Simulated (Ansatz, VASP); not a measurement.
# WSe2: VASP beside Ansatz

Contents of INCAR:

```
SYSTEM = WSe2
  ALGO = Normal
  EDIFF = 1E-6
  ENCUT = 520
  GGA = PE
  ISIF = 2
  ISMEAR = 0
  IVDW = 12
  LASPH = .TRUE.
  LCHARG = .FALSE.
  LREAL = .FALSE.
  LWAVE = .FALSE.
  NBANDS = 20
  NELM = 100
  PREC = Accurate
  SIGMA = 0.05
```

The input KPOINTS:

```
k-points
0
G
  9 9 4
  0 0 0
```

Contents of POSCAR:

```
WSe2
1.0
    3.3277852269      0.0000000000      0.0000000000
   -1.6638926134      2.8819465448      0.0000000000
    0.0000000000      0.0000000000      6.8016602252
W Se
1 2
Direct
    0.0000000000      0.0000000000      0.0000000000
    0.3333333333      0.6666666667      0.2048671987
    0.3333333333      0.6666666667      0.7951328013
```

Input for Ansatz:

```yaml
crystal:
  lattice:
    - [3.3277852269, 0.0, 0.0]
    - [-1.6638926134, 2.8819465448, 0.0]
    - [0.0, 0.0, 6.8016602252]
  atoms:
    - { symbol: W, position: [0.0, 0.0, 0.0] }
    - { symbol: Se, position: [0.3333333333, 0.6666666667, 0.2048671987] }
    - { symbol: Se, position: [0.3333333333, 0.6666666667, 0.7951328013] }
basis:
  ecutwfc: 420
kpoints:
  mp_grid: { grid: [9, 9, 4] }
hamiltonian:
  xc: pbe
  pseudopotentials: { kind: paw, azcp: { folder: soft_1 } }
  dispersion: d3bj
scf:
  occupations: { method: gaussian, width: 0.05 }
output:
  forces: true
  stress: true
  eigenvalues: true
  write_density: true
  write_potential: true
  elf: true
  volumetric_format: npy
```

Alike in both runs: task single point; functional PBE; dispersion D3(BJ); k mesh 9 × 9 × 4; occupations gaussian, width 0.05 eV; no spin polarisation.

|  | VASP | Ansatz |
| --- | --- | --- |
| version | VASP 6.6.1 | Ansatz 0.2.0 |
| potentials or method | VASP PAW PBE potentials, release 64 (W_sv, Se), cutoff 520 eV | scalar-relativistic, plane waves, PAW |
| valence electrons in the cell | 26 | 46 |

```csv
,VASP,Ansatz,Ansatz less VASP
gap on the k mesh at the Fermi level (eV),none,none,-
pressure (GPa),27.7,27.1,-0.62
"traceless stress, the component that is largest in VASP (GPa)",16.89,16.78,-0.113
rms of the force components (eV/Å),3.199,3.148,-0.0504
```

Atom by atom the forces differ by 0.050 eV/Å (rms over components). A gap of «none» marks a metal or a gap that the smearing closes. VASP's potentials hold 26 valence electrons a cell and Ansatz's 46, so a difference there can come from the potentials and not from the codes.

Spin-orbit coupling is off throughout.
